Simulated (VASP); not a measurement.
# MgS (Fm-3m) in VASP: a series of runs, part 2 of 2

VASP 6.6.1. Earlier steps stand in the parts before.

## (3) Single point, PBE

Contents of INCAR:

```
SYSTEM = MgS
PREC = Accurate
ENCUT = 600
EDIFF = 1E-6
ISMEAR = 0
SIGMA = 0.01
LREAL = .FALSE.
LASPH = .TRUE.
NELM = 120
ALGO = Normal
ISIF = 2
LWAVE = .FALSE.
LCHARG = .FALSE.
GGA = PE
NBANDS = 11
GGA_COMPAT = .FALSE.
```

Contents of KPOINTS:

```
Automatic mesh
0
G
  8 8 8
  0 0 0
```

Contents of POSCAR:

```
MgS
1.0
    0.0000000000      2.6148795105      2.6148795105
    2.6148795105      0.0000000000      2.6148795105
    2.6148795105      2.6148795105      0.0000000000
Mg S
1 1
Direct
    0.5000000000      0.5000000000      0.5000000000
    0.0000000000      0.0000000000      0.0000000000
```

Potentials or basis: VASP PAW PBE potentials, release 64 (Mg, S).

Launch:

```sh
cat potpaw_PBE.64/Mg/POTCAR potpaw_PBE.64/S/POTCAR > POTCAR
mpirun -np 1 vasp_std > vasp.out
```

OUTCAR:

```text
SYSTEM = MgS
   PREC = Accurate
   ENCUT = 600
   EDIFF = 1E-6
   ISMEAR = 0
   LREAL = .FALSE.
   LASPH = .TRUE.
   NELM = 120
   ISIF = 2
   GGA = PE

 ion  position               nearest neighbor table
   1  0.500  0.500  0.500-   2 2.61   2 2.61   2 2.61   2 2.61   2 2.61   2 2.61
   2  0.000  0.000  0.000-   1 2.61   1 2.61   1 2.61   1 2.61   1 2.61   1 2.61

  LATTYP: Found a face centered cubic cell.
 ALAT       =     5.2297590210

  Lattice vectors:

 A1 = (   0.0000000000,   2.6148795105,   2.6148795105)
 A2 = (   2.6148795105,   0.0000000000,   2.6148795105)
 A3 = (   2.6148795105,   2.6148795105,   0.0000000000)

Analysis of symmetry for initial positions (statically):
=====================================================================
 Subroutine PRICEL returns:
 Original cell was already a primitive cell.

 Routine SETGRP: Setting up the symmetry group for a
 face centered cubic supercell.

 Subroutine GETGRP returns: Found 48 space group operations
 (whereof 48 operations were pure point group operations)
 out of a pool of 48 trial point group operations.

The static configuration has the point symmetry O_h .

Analysis of symmetry for dynamics (positions and initial velocities):
=====================================================================
 Subroutine PRICEL returns:
 Original cell was already a primitive cell.

 Routine SETGRP: Setting up the symmetry group for a
 face centered cubic supercell.

 Subroutine GETGRP returns: Found 48 space group operations
 (whereof 48 operations were pure point group operations)
 out of a pool of 48 trial point group operations.

The dynamic configuration has the point symmetry O_h .

 Subroutine INISYM returns: Found 48 space group operations
 (whereof 48 operations are pure point group operations),
 and found     1 'primitive' translations

----------------------------------------------------------------------------------------

                                     Primitive cell

  volume of cell :      35.7590

  direct lattice vectors                    reciprocal lattice vectors
     0.000000000  2.614879510  2.614879510    -0.191213399  0.191213399  0.191213399
     2.614879510  0.000000000  2.614879510     0.191213399 -0.191213399  0.191213399
     2.614879510  2.614879510  0.000000000     0.191213399  0.191213399 -0.191213399

  length of vectors
     3.697998068  3.697998068  3.697998068     0.331191323  0.331191323  0.331191323

  position of ions in fractional coordinates (direct lattice)
     0.500000000  0.500000000  0.500000000
     0.000000000  0.000000000  0.000000000

  ion indices of the primitive-cell ions
   primitive index   ion index
                 1           1
                 2           2

----------------------------------------------------------------------------------------

 KPOINTS: Automatic mesh

Automatic generation of k-mesh.
 Grid dimensions read from file:
 generate k-points for:    8    8    8

 Generating k-lattice:

  Cartesian coordinates                     Fractional coordinates (reciprocal lattice)
    -0.023901675  0.023901675  0.023901675     0.125000000  0.000000000  0.000000000
     0.023901675 -0.023901675  0.023901675     0.000000000  0.125000000  0.000000000
[... 41 lines left out ...]
   number of dos      NEDOS =    301   number of ions     NIONS =      2
   total plane-waves  NPLWV =  27000
   dimension x,y,z NGX =    30 NGY =   30 NGZ =   30
   dimension x,y,z NGXF=    60 NGYF=   60 NGZF=   60
   ions per type =               1   1
   NGX,Y,Z   is equivalent  to a cutoff of  13.49, 13.49, 13.49 a.u.
   NGXF,Y,Z  is equivalent  to a cutoff of  26.97, 26.97, 26.97 a.u.
 SYSTEM =  MgS
   PREC   = accura    normal or accurate (medium, high low for compatibility)
   ISTART =      0    job   : 0-new  1-cont  2-samecut
   ICHARG =      2    charge: 1-file 2-atom 10-const
   ISPIN  =      1    spin polarized calculation?
   LNONCOLLINEAR =      F non collinear calculations
   LSORBIT =      F    spin-orbit coupling
   LASPH  =      T    aspherical Exc in radial PAW
   ENCUT  =  600.0 eV  44.10 Ry    6.64 a.u.   7.39  7.39  7.39*2*pi/ulx,y,z
   NELM   =    120;   NELMIN=  2; NELMDL= -5     # of ELM steps
   EDIFF  = 0.1E-05   stopping-criterion for ELM
   LREAL  =      F    real-space projection
   EDIFFG = 0.1E-04   stopping-criterion for IOM
   NSW    =      0    number of steps for IOM
   IBRION =     -1    ionic relax: 0-MD 1-quasi-New 2-CG
   NFREE  =      0    steps in history (QN), initial steepest desc. (CG)
   ISIF   =      2    stress and relaxation
   ISYM   =      2    0-nonsym 1-usesym 2-fastsym
   POTIM  = 0.5000    time-step for ionic-motion
   TEBEG  =    0.0;   TEEND  =   0.0 temperature during run
   PSTRESS=    0.0 pullay stress
   NELECT =       8.0000    total number of electrons
   NUPDOWN=      -1.0000    fix difference up-down
   EMIN   =  10.00;   EMAX   =-10.00  energy-range for DOS
   EFERMI =   0.00;   METHOD = LEGACY
   ISMEAR =     0;   SIGMA  =   0.01  broadening in eV -4-tet -1-fermi 0-gaus
   EFERMI_NEDOS =   21; number of points for ismear=-14 and -15
   IALGO  =     38    algorithm
   IMIX   =      4    mixing-type and parameters
     AMIX     =   0.40;   BMIX     =  1.00
     AMIX_MAG =   1.60;   BMIX_MAG =  1.00
  volume/ion in A,a.u.               =      17.88       120.66
  Fermi-wavevector in a.u.,A,eV,Ry     =   0.993825  1.878056 13.438306  0.987688
  Thomas-Fermi vector in A             =   2.125733
   LORBIT       =      0    0 simple, 1 ext, 2 COOP (PROOUT), +10 PAW based schemes
   GGA     = PE    functional components
   LHFCALC =     F    Hartree Fock is set to
   AEXX    =    0.0000 exact exchange contribution
   IVDW    =     0    specifies the selected vdW correction
   LEPSILON=     F    determine dielectric tensor
   LRPA    =     F    only Hartree local field effects (RPA)
 non-spin polarized calculation
 Gauss-broadening in eV      SIGMA  =   0.01
  energy-cutoff  :      600.00
  volume of cell :       35.76
 maximum number of plane-waves:      1243
 NGX is ok and might be reduce to    30
   NGX = 15   NGY = 15   NGZ = 15

 number of electron       7.9999999 magnetization

 Free energy of the ion-electron system (eV)
  ---------------------------------------------------
  ext. energy  EPLUGINS =         0.00000000
  ---------------------------------------------------
  free energy    TOTEN  =        -8.50327337 eV

  energy without entropy =       -8.50327337  energy(sigma->0) =       -8.50327337

 E-fermi :   3.6653     XC(G=0):  -9.6256

 val. band max:        3.5904507616   @ k =   0.0000   0.0000   0.0000
 cond. band min:       6.3326528561   @ k =   0.5000   0.5000   0.0000
 fundamental gap:      2.7422020946
 Fermi energy:         3.6653003503

 k-point     1 :       0.0000    0.0000    0.0000
  band No.  band energies     occupation
      1      -8.9905      2.00000
      2       3.5905      2.00000
      3       3.5905      2.00000
      4       3.5905      2.00000
      5       7.1817      0.00000
      6      11.5539      0.00000
      7      11.5539      0.00000
      8      11.5539      0.00000
      9      13.9223      0.00000
     10      13.9223      0.00000
     11      16.0926      0.00000
[... 309 lines left out ...]
 k-point    24 :      -0.3750    0.2500    0.1250
  band No.  band energies     occupation
      1      -7.5341      2.00000
      2      -0.6380      2.00000
      3       1.5012      2.00000
      4       2.4692      2.00000
      5       9.1230      0.00000
      6       9.6679      0.00000
      7      11.9592      0.00000
      8      12.9356      0.00000
      9      15.7894      0.00000
     10      16.7591      0.00000
     11      19.0615      0.00000

 [... further k-points ...]

------------------------ aborting loop because EDIFF is reached ----------------------------------------

  FORCE on cell =-STRESS in cart. coord.  units (eV):
  Direction    XX          YY          ZZ          XY          YZ          ZX
  --------------------------------------------------------------------------------------
  -------------------------------------------------------------------------------------
  Total       -0.0604475     -0.0604475     -0.0604475      0.0000000      0.0000000     -0.0000000
  in kB       -2.7083454     -2.7083454     -2.7083454      0.0000000      0.0000000     -0.0000000
  external PRESSURE =      -2.7083454 kB  Pullay stress =       0.0000000 kB

 VOLUME and BASIS-vectors are now :
 -----------------------------------------------------------------------------
  energy-cutoff  :      600.00
  volume of cell :       35.76
      direct lattice vectors                 reciprocal lattice vectors
     0.000000000  2.614879510  2.614879510    -0.191213399  0.191213399  0.191213399
     2.614879510  0.000000000  2.614879510     0.191213399 -0.191213399  0.191213399
     2.614879510  2.614879510  0.000000000     0.191213399  0.191213399 -0.191213399

 POSITION                                       TOTAL-FORCE (eV/Angst)
 -----------------------------------------------------------------------------------
      2.61488      2.61488      2.61488        -0.000000     -0.000000     -0.000000
      0.00000      0.00000      0.00000         0.000000      0.000000      0.000000
 -----------------------------------------------------------------------------------
    total drift:                               -0.000000      0.000000      0.000000

  FREE ENERGIE OF THE ION-ELECTRON SYSTEM (eV)
  ---------------------------------------------------
  free  energy   TOTEN  =        -8.5032733664 eV

  energy  without entropy=       -8.5032733664  energy(sigma->0) =       -8.50327337
```

It took 7.6 s on 1 thread of AMD EPYC 9R45 (Zen 5), shared host; peak memory 0.14 GiB.

What came out:

```yaml
Free_energy: -8.5033 eV
Pressure: -0.3 GPa
Band_gap_on_the_k_mesh: 2.74 eV (least direct gap 3.59 eV)
```

## (4) Relaxation of cell and atoms, PBE

Contents of INCAR:

```
SYSTEM = MgS
  PREC = Accurate
  ENCUT = 600
  EDIFF = 1E-7
  ISMEAR = 0
  SIGMA = 0.01
  LREAL = .False.
  LASPH = .True.
  NELM = 120
  ALGO = Normal
  ISIF = 3
  LWAVE = .False.
  LCHARG = .False.
  GGA = PE
  IBRION = 2
  NSW = 80
  EDIFFG = -0.001
  GGA_COMPAT = .False.
  NELMIN = 4
```

Contents of KPOINTS:

```
regular mesh
0
Gamma
  8 8 8
  0 0 0
```

Contents of POSCAR:

```
MgS
1.0
    0.0000000000      2.6147247329      2.6147247329
    2.6147247329      0.0000000000      2.6147247329
    2.6147247329      2.6147247329      0.0000000000
Mg S
1 1
Direct
    0.5000000000      0.5000000000      0.5000000000
    0.0000000000      0.0000000000      0.0000000000
```

Launch:

```sh
cat potpaw_PBE.64/Mg/POTCAR potpaw_PBE.64/S/POTCAR > POTCAR
mpirun -np 1 vasp_std > vasp.out
```

Wall time 13 s (1 thread of AMD EPYC 9R45 (Zen 5), shared host); peak memory 0.14 GiB.

Results (log left out):

```
Free energy                           : -8.5034 eV
Relaxed volume                        : 17.81 Å³/atom
Relaxed cell                          : a = 3.694 Å, b = 3.694 Å, c = 3.694 Å, α = 60.00°, β = 60.00°, γ = 60.00°
Space group after relaxing (to 0.1 Å) : Fm-3m (No. 225)
Energy gained by relaxing             : 0.0 meV/atom
Ionic steps                           : 3
Pressure after relaxing               : 0.0 GPa
Band gap on the k mesh                : 2.75 eV (least direct gap 3.62 eV)
```

Final structure:
```yaml
crystal:
  lattice:
    - [0.00000, 2.61171, 2.61171]
    - [2.61171, 0.00000, 2.61171]
    - [2.61171, 2.61171, 0.00000]
  atoms:
    - { symbol: Mg, position: [0.50000, 0.50000, 0.50000] }
    - { symbol: S, position: [0.00000, 0.00000, 0.00000] }
```

Levels at points of the mesh, in eV from the valence-band top:
| k point | band 1 | band 2 | band 3 | band 4 | band 5 | band 6 | band 7 | band 8 |
| --- | --- | --- | --- | --- | --- | --- | --- | --- |
| (0.00, 0.00, 0.00) | -12.60 | 0.00 | 0.00 | 0.00 | 3.62 | 7.96 | 7.96 | 7.96 |
| (0.50, 0.00, 0.00) | -11.33 | -4.77 | -0.58 | -0.58 | 4.53 | 6.89 | 6.89 | 9.99 |
| (0.50, 0.50, 0.00) | -10.96 | -4.13 | -1.66 | -1.66 | 2.75 | 4.43 | 11.89 | 12.79 |

A k mesh can miss the band edges.

## (5) Overview

```csv
task,cell,smearing,gap on the mesh (eV),pressure (GPa)
single point,"a = 3.698 Å, angles 60.0°, 2 atoms",tetrahedron,2.74,-0.3
single point,"a = 3.698 Å, angles 60.0°, 2 atoms",gaussian 0.01 eV,2.74,-0.3
relaxation of cell and atoms,"relaxed from a = 3.698 Å, angles 60.0°, 2 atoms",gaussian 0.01 eV,2.75,0.0
```

Alike in all rows: level PBE; potentials or basis VASP PAW PBE potentials, release 64 (Mg, S); no spin polarisation; k mesh 8 × 8 × 8; cutoff (eV) 600.

Absolute energies hang on the potentials; compare differences alone.
